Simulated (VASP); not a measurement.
# TaN (P6/mmm) in VASP: notebook

TaN is run at these levels: PBE+U; tasks: single point.

Everything below comes from runs of VASP 6.6.1. Logs are shortened: lines on timing, memory, paths and dates and some standing lists are left out, and cuts for length are marked.

### Step 1. The cell of the first run

It takes space group P6/mmm (No. 191, hexagonal). The conventional cell has a = 5.185 Å, b = 5.185 Å, c = 2.908 Å, α = 90.00°, β = 90.00°, γ = 120.00°. Within 3.4 Å of Ta (site symmetry 6/mmm) lie 6 N at 2.59 Å and 14 Ta at 2.91 to 3.33 Å. Ta (site symmetry -6m2) has 6 N at 2.09 Å within 2.8 Å. Within 2.8 Å of N (site symmetry mmm) lie 6 Ta at 2.09 to 2.59 Å and 4 N at 2.59 Å.

### Step 2. Single point, PBE+U, collinear spin, zero start

INCAR

```
  ALGO = Normal
  EDIFF = 1E-6
  ENCUT = 520
  GGA = PE
  ISIF = 2
  ISMEAR = 0
  ISPIN = 2
  LASPH = True
  LCHARG = False
  LDAU = True
  LDAUJ = 0 0
  LDAUL = 2 -1
  LDAUPRINT = 1
  LDAUTYPE = 2
  LDAUU = 4 0
  LMAXMIX = 4
  LORBIT = 11
  LREAL = False
  LWAVE = False
  MAGMOM = 0 0 0 0 0 0
  NBANDS = 37
  NELM = 150
  PREC = Accurate
  SIGMA = 0.05
```

KPOINTS

```
k-points
0
Gamma
  4 4 7
```

POSCAR

```
TaN
1.0
    5.1850002000      0.0000000000      0.0000000000
   -2.5925001000      4.4903418900      0.0000000000
    0.0000000000      0.0000000000      2.9080005300
Ta N
3 3
Direct
    0.0000000000      0.0000000000      0.0000000000
    0.3333333333      0.6666666667      0.5000000000
    0.6666666667      0.3333333333      0.5000000000
    0.5000000000      0.0000000000      0.0000000000
    0.5000000000      0.5000000000      0.0000000000
    0.0000000000      0.5000000000      0.0000000000
```

Potentials or basis: VASP PAW PBE potentials, release 64 (Ta_pv, N).

Started as:

```bash
cat potpaw_PBE.64/Ta_pv/POTCAR potpaw_PBE.64/N/POTCAR > POTCAR
mpirun -np 1 vasp_std > vasp.out
```

OUTCAR:

```text
EDIFF = 1E-6
   ENCUT = 520
   GGA = PE
   ISIF = 2
   ISMEAR = 0
   ISPIN = 2
   LASPH = True
   LORBIT = 11
   LREAL = False
   NELM = 150
   PREC = Accurate

 ion  position               nearest neighbor table
   1  0.000  0.000  0.000-   5 2.59   6 2.59   6 2.59   5 2.59   4 2.59   4 2.59   2 3.33   3 3.33
                             2 3.33   3 3.33   2 3.33   2 3.33   3 3.33   3 3.33   2 3.33   3 3.33
   2  0.333  0.667  0.500-   4 2.09   4 2.09   6 2.09   6 2.09   5 2.09   5 2.09   3 2.99   3 2.99
                             3 2.99   1 3.33   1 3.33   1 3.33   1 3.33   1 3.33   1 3.33
   3  0.667  0.333  0.500-   4 2.09   4 2.09   6 2.09   6 2.09   5 2.09   5 2.09   2 2.99   2 2.99
                             2 2.99   1 3.33   1 3.33   1 3.33   1 3.33   1 3.33   1 3.33
   4  0.500  0.000  0.000-   2 2.09   3 2.09   2 2.09   3 2.09   1 2.59   1 2.59
   5  0.500  0.500  0.000-   2 2.09   3 2.09   2 2.09   3 2.09   1 2.59   1 2.59
   6  0.000  0.500  0.000-   2 2.09   3 2.09   2 2.09   3 2.09   1 2.59   1 2.59

  LATTYP: Found a hexagonal cell.
 ALAT       =     5.1850002000
 C/A-ratio  =     0.5608486823

  Lattice vectors:

 A1 = (   5.1850002000,   0.0000000000,   0.0000000000)
 A2 = (  -2.5925001000,   4.4903418900,   0.0000000000)
 A3 = (   0.0000000000,   0.0000000000,   2.9080005300)

Analysis of symmetry for initial positions (statically):
=====================================================================
 Subroutine PRICEL returns:
 Original cell was already a primitive cell.

 Routine SETGRP: Setting up the symmetry group for a
 hexagonal supercell.

 Subroutine GETGRP returns: Found 24 space group operations
 (whereof 24 operations were pure point group operations)
 out of a pool of 24 trial point group operations.

The static configuration has the point symmetry D_6h.

Analysis of symmetry for dynamics (positions and initial velocities):
=====================================================================
 Subroutine PRICEL returns:
 Original cell was already a primitive cell.

 Routine SETGRP: Setting up the symmetry group for a
 hexagonal supercell.

 Subroutine GETGRP returns: Found 24 space group operations
 (whereof 24 operations were pure point group operations)
 out of a pool of 24 trial point group operations.

The dynamic configuration has the point symmetry D_6h.

Analysis of structural, dynamic, and magnetic symmetry:
=====================================================================
 Subroutine PRICEL returns:
 Original cell was already a primitive cell.

 Routine SETGRP: Setting up the symmetry group for a
 hexagonal supercell.

 Subroutine GETGRP returns: Found 24 space group operations
 (whereof 24 operations were pure point group operations)
 out of a pool of 24 trial point group operations.

The overall configuration has the point symmetry D_6h.

 Subroutine INISYM returns: Found 24 space group operations
 (whereof 24 operations are pure point group operations),
 and found     1 'primitive' translations

----------------------------------------------------------------------------------------

                                     Primitive cell

  volume of cell :      67.7053

  direct lattice vectors                    reciprocal lattice vectors
     5.185000200  0.000000000  0.000000000     0.192864023  0.111350096  0.000000000
    -2.592500100  4.490341890  0.000000000     0.000000000  0.222700192  0.000000000
     0.000000000  0.000000000  2.908000530     0.000000000  0.000000000  0.343878892

  length of vectors
     5.185000200  5.185000198  2.908000530     0.222700192  0.222700192  0.343878892

[... 92 lines left out ...]
   EMIN   =  10.00;   EMAX   =-10.00  energy-range for DOS
   EFERMI =   0.00;   METHOD = LEGACY
   ISMEAR =     0;   SIGMA  =   0.05  broadening in eV -4-tet -1-fermi 0-gaus
   EFERMI_NEDOS =   21; number of points for ismear=-14 and -15
   IALGO  =     38    algorithm
   IMIX   =      4    mixing-type and parameters
     AMIX     =   0.40;   BMIX     =  1.00
     AMIX_MAG =   1.60;   BMIX_MAG =  1.00
  volume/ion in A,a.u.               =      11.28        76.15
  Fermi-wavevector in a.u.,A,eV,Ry     =   1.459759  2.758544 28.992586  2.130895
  Thomas-Fermi vector in A             =   2.576288
   LORBIT       =     11    0 simple, 1 ext, 2 COOP (PROOUT), +10 PAW based schemes
 LDA+U is selected, type is set to LDAUTYPE =  2
   angular momentum for each species LDAUL =     2   -1
   U (eV)           for each species LDAUU =   4.0  0.0
   J (eV)           for each species LDAUJ =   0.0  0.0
   GGA     = PE    functional components
   LHFCALC =     F    Hartree Fock is set to
   AEXX    =    0.0000 exact exchange contribution
   IVDW    =     0    specifies the selected vdW correction
   LEPSILON=     F    determine dielectric tensor
   LRPA    =     F    only Hartree local field effects (RPA)
 spin polarized calculation
 Gauss-broadening in eV      SIGMA  =   0.05
  energy-cutoff  :      520.00
  volume of cell :       67.71
 maximum number of plane-waves:      1840
 NGX is ok and might be reduce to    40
   NGX = 19   NGY = 19   NGZ = 11

 number of electron      47.9999998 magnetization      -0.0000006

atom =   1  type =  1  l = 2

 onsite density matrix

spin component  1
[... 83 lines left out ...]
  o =  0.2098  v =  0.0000  0.0000  0.0000  0.0000  0.0000  1.0000  0.0000  0.0000  0.0000  0.0000      0.0000  0.0000  0.0000  0.0000  0.0000  0.0000  0.0000  0.0000  0.0000  0.0000
  o =  0.2098  v =  0.0000  0.0000  0.0000  0.0000  0.0000  0.0000  0.0000 -0.0000 -0.0000 -1.0000      0.0000  0.0000  0.0000  0.0000  0.0000  0.0000  0.0000  0.0000  0.0000  0.0000
  o =  0.2098  v =  1.0000  0.0000  0.0000  0.0000  0.0000  0.0000  0.0000  0.0000  0.0000  0.0000      0.0000  0.0000  0.0000  0.0000  0.0000  0.0000  0.0000  0.0000  0.0000  0.0000
  o =  0.2098  v =  0.0000 -0.0000 -0.0000  0.0000 -1.0000  0.0000  0.0000  0.0000  0.0000  0.0000      0.0000  0.0000  0.0000  0.0000  0.0000  0.0000  0.0000  0.0000  0.0000  0.0000
  o =  0.2393  v =  0.0000  1.0000  0.0000  0.0000 -0.0000  0.0000  0.0000  0.0000  0.0000  0.0000      0.0000  0.0000  0.0000  0.0000  0.0000  0.0000  0.0000  0.0000  0.0000  0.0000
  o =  0.2393  v =  0.0000 -0.0000 -0.0000  1.0000  0.0000  0.0000  0.0000  0.0000  0.0000  0.0000      0.0000  0.0000  0.0000  0.0000  0.0000  0.0000  0.0000  0.0000  0.0000  0.0000
  o =  0.2393  v =  0.0000  0.0000  0.0000  0.0000  0.0000  0.0000  1.0000 -0.0000  0.0000  0.0000      0.0000  0.0000  0.0000  0.0000  0.0000  0.0000  0.0000  0.0000  0.0000  0.0000
  o =  0.2393  v =  0.0000  0.0000  0.0000  0.0000  0.0000  0.0000 -0.0000  0.0000  1.0000 -0.0000      0.0000  0.0000  0.0000  0.0000  0.0000  0.0000  0.0000  0.0000  0.0000  0.0000
  o =  0.2626  v =  0.0000  0.0000  0.0000  0.0000  0.0000  0.0000 -0.0000 -1.0000  0.0000  0.0000      0.0000  0.0000  0.0000  0.0000  0.0000  0.0000  0.0000  0.0000  0.0000  0.0000
  o =  0.2626  v =  0.0000  0.0000 -1.0000 -0.0000  0.0000  0.0000  0.0000  0.0000  0.0000  0.0000      0.0000  0.0000  0.0000  0.0000  0.0000  0.0000  0.0000  0.0000  0.0000  0.0000

 number of electron      47.9999998 magnetization       0.0000011

 Free energy of the ion-electron system (eV)
  ---------------------------------------------------
  ext. energy  EPLUGINS =         0.00000000
  ---------------------------------------------------
  free energy    TOTEN  =       -54.04578329 eV

  energy without entropy =      -54.04462010  energy(sigma->0) =      -54.04520169

 E-fermi :   8.6984     XC(G=0): -13.0740

 val. band max:        8.6494914243   @ k =   0.2500   0.0000   0.4286
 cond. band min:       8.9952034301   @ k =   0.0000   0.0000   0.2857
 fundamental gap:      0.3457120058
 Fermi energy:         8.6984080496

 spin component 1

 k-point     1 :       0.0000    0.0000    0.0000
  band No.  band energies     occupation
      1     -28.3277      1.00000
      2     -28.3277      1.00000
      3     -27.9944      1.00000
      4     -27.9944      1.00000
      5     -27.7181      1.00000
      6     -27.7181      1.00000
[... 613 lines left out ...]
     35      14.8109      0.00000
     36      15.6772      0.00000
 Fermi energy:         8.6984080496

 spin component 2

 k-point     1 :       0.0000    0.0000    0.0000
  band No.  band energies     occupation
      1     -28.3277      1.00000
      2     -28.3277      1.00000
      3     -27.9944      1.00000
      4     -27.9944      1.00000
      5     -27.7181      1.00000
      6     -27.7181      1.00000
[... 613 lines left out ...]
     35      14.8109      0.00000
     36      15.6772      0.00000
 [bands above 36 left out]

------------------------ aborting loop because EDIFF is reached ----------------------------------------

  FORCE on cell =-STRESS in cart. coord.  units (eV):
  Direction    XX          YY          ZZ          XY          YZ          ZX
  --------------------------------------------------------------------------------------
  -------------------------------------------------------------------------------------
  Total        9.2292266      9.2292266     11.1033568      0.0000000      0.0000000      0.0000000
  in kB      218.4002960    218.4002958    262.7496880      0.0000000      0.0000000      0.0000000
  external PRESSURE =     233.1834266 kB  Pullay stress =       0.0000000 kB

 VOLUME and BASIS-vectors are now :
 -----------------------------------------------------------------------------
  energy-cutoff  :      520.00
  volume of cell :       67.71
      direct lattice vectors                 reciprocal lattice vectors
     5.185000200  0.000000000  0.000000000     0.192864023  0.111350096  0.000000000
    -2.592500100  4.490341890  0.000000000     0.000000000  0.222700192  0.000000000
     0.000000000  0.000000000  2.908000530     0.000000000  0.000000000  0.343878892

 POSITION                                       TOTAL-FORCE (eV/Angst)
 -----------------------------------------------------------------------------------
      0.00000      0.00000      0.00000         0.000000      0.000000      0.000000
     -0.00000      2.99356      1.45400         0.000000     -0.000000      0.000000
      2.59250      1.49678      1.45400        -0.000000      0.000000      0.000000
      2.59250      0.00000      0.00000         0.000000      0.000000      0.000000
      1.29625      2.24517      0.00000         0.000000      0.000000      0.000000
     -1.29625      2.24517      0.00000         0.000000      0.000000      0.000000
 -----------------------------------------------------------------------------------
    total drift:                               -0.000000      0.000000     -0.000000

  FREE ENERGIE OF THE ION-ELECTRON SYSTEM (eV)
  ---------------------------------------------------
  free  energy   TOTEN  =       -54.0457832864 eV

  energy  without entropy=      -54.0446200984  energy(sigma->0) =      -54.04520169

 total charge

# of ion       s       p       d       tot
------------------------------------------
    1        0.295   6.138   2.083   8.516
    2        0.338   6.328   2.268   8.934
    3        0.338   6.328   2.268   8.934
    4        1.254   2.591   0.000   3.845
    5        1.254   2.591   0.000   3.845
    6        1.254   2.591   0.000   3.845
--------------------------------------------------
tot          4.732  26.568   6.619  37.919

 magnetization (x)

# of ion       s       p       d       tot
------------------------------------------
    1        0.000  -0.000  -0.000  -0.000
    2        0.000   0.000  -0.000  -0.000
    3        0.000   0.000  -0.000  -0.000
    4       -0.000  -0.000   0.000  -0.000
    5       -0.000  -0.000   0.000  -0.000
    6       -0.000  -0.000   0.000  -0.000
--------------------------------------------------
tot         -0.000   0.000  -0.000  -0.000
```

It used 330 s of CPU time on 1 thread of AMD EPYC 7R13 Processor (Zen 3), on a shared host.

Results:

```yaml
Free_energy: -54.0458 eV
Pressure: 23.3 GPa
Band_gap_on_the_k_mesh: zero (filled and empty bands overlap)
Net_moment: 0.00 μB per cell
Valence_electrons_inside_the_program's_atomic_spheres: Ta 8.52, 8.93; N 3.85
```

Levels at points of the mesh, in eV from the Fermi level:
Spin up:
```csv
k point,band 20,band 21,band 22,band 23,band 24,band 25,band 26,band 27,band 28,band 29
"(0.00, 0.00, 0.00)",-3.13,-3.13,-2.70,-2.04,-1.00,-1.00,1.00,1.00,1.08,2.43
"(0.50, 0.00, 0.00)",-4.72,-3.55,-3.03,-1.85,-0.60,1.50,2.04,2.12,2.40,2.52
```
Spin down:
```
           k point  band 22  band 23  band 24  band 25  band 26  band 27
(0.00, 0.00, 0.00)    -2.70    -2.04    -1.00    -1.00     1.00     1.00
(0.50, 0.00, 0.00)    -3.03    -1.85    -0.60     1.50     2.04     2.12
```

Eigenvalues of the final occupation matrices:
| site | spin | trace | eigenvalues |
| --- | --- | --- | --- |
| site 1 d | 1 | 1.06 | 0.16 0.16 0.24 0.24 0.26 |
| site 1 d | 2 | 1.06 | 0.16 0.16 0.24 0.24 0.26 |
| site 2 d | 1 | 1.16 | 0.21 0.21 0.24 0.24 0.26 |
| site 2 d | 2 | 1.16 | 0.21 0.21 0.24 0.24 0.26 |
| site 3 d | 1 | 1.16 | 0.21 0.21 0.24 0.24 0.26 |
| site 3 d | 2 | 1.16 | 0.21 0.21 0.24 0.24 0.26 |

Caveat: spin-orbit coupling is left out, which moves the levels of the heavy elements.

### Step 3. Single point, PBE+U, collinear spin, zero start

INCAR

```
SYSTEM = TaN
PREC = Accurate
ENCUT = 520
EDIFF = 1E-7
ISMEAR = 0
SIGMA = 0.05
LREAL = .FALSE.
LASPH = .TRUE.
NELM = 150
ALGO = Normal
ISIF = 2
LWAVE = .FALSE.
LCHARG = .FALSE.
ISPIN = 2
MAGMOM = 0 0 0 0 0 0
LORBIT = 11
LMAXMIX = 4
LDAU = .TRUE.
LDAUTYPE = 2
LDAUL = 2 -1
LDAUU = 4 0
LDAUJ = 0 0
LDAUPRINT = 1
GGA = PE
NBANDS = 37
```

KPOINTS

```
regular mesh
0
G
  4 4 7
  0 0 0
```

POSCAR is that of step 2.

Potentials or basis: VASP PAW PBE potentials, release 64 (Ta_pv, N).

Started as:

```bash
cat potpaw_PBE.64/Ta_pv/POTCAR potpaw_PBE.64/N/POTCAR > POTCAR
mpirun -np 1 vasp_std > vasp.out
```

It used 220 s of CPU time on 1 thread of AMD EPYC 7R13 Processor (Zen 3) (shared host).

It converged, with:

- Free energy: -54.0458 eV
- Pressure: 23.3 GPa
- Band gap on the k mesh: zero (filled and empty bands overlap)
- Net moment: 0.00 μB per cell
- Valence electrons inside the program's atomic spheres: Ta 8.52, 8.93; N 3.85

Stress tensor (GPa, compression positive):
```
21.84  0.00  0.00
 0.00 21.84  0.00
 0.00  0.00 26.28
```

Levels at points of the mesh, in eV from the Fermi level:
Spin up:
| k point | band 20 | band 21 | band 22 | band 23 | band 24 | band 25 | band 26 | band 27 | band 28 | band 29 |
| --- | --- | --- | --- | --- | --- | --- | --- | --- | --- | --- |
| (0.00, 0.00, 0.00) | -3.13 | -3.13 | -2.70 | -2.04 | -1.00 | -1.00 | 1.00 | 1.00 | 1.08 | 2.43 |
| (0.50, 0.00, 0.00) | -4.72 | -3.55 | -3.03 | -1.85 | -0.60 | 1.50 | 2.04 | 2.12 | 2.40 | 2.52 |
Spin down:
```tsv
k point	band 21	band 22	band 23	band 24	band 25	band 26	band 27	band 28
(0.00, 0.00, 0.00)	-3.13	-2.70	-2.04	-1.00	-1.00	1.00	1.00	1.08
(0.50, 0.00, 0.00)	-3.55	-3.03	-1.85	-0.60	1.50	2.04	2.12	2.40
```

Eigenvalues of the final occupation matrices:
| site | spin | trace | eigenvalues |
| --- | --- | --- | --- |
| site 1 d | 1 | 1.06 | 0.16 0.16 0.24 0.24 0.26 |
| site 1 d | 2 | 1.06 | 0.16 0.16 0.24 0.24 0.26 |
| site 2 d | 1 | 1.16 | 0.21 0.21 0.24 0.24 0.26 |
| site 2 d | 2 | 1.16 | 0.21 0.21 0.24 0.24 0.26 |
| site 3 d | 1 | 1.16 | 0.21 0.21 0.24 0.24 0.26 |
| site 3 d | 2 | 1.16 | 0.21 0.21 0.24 0.24 0.26 |

Caveat: spin-orbit coupling is left out, which moves the levels of the heavy elements.
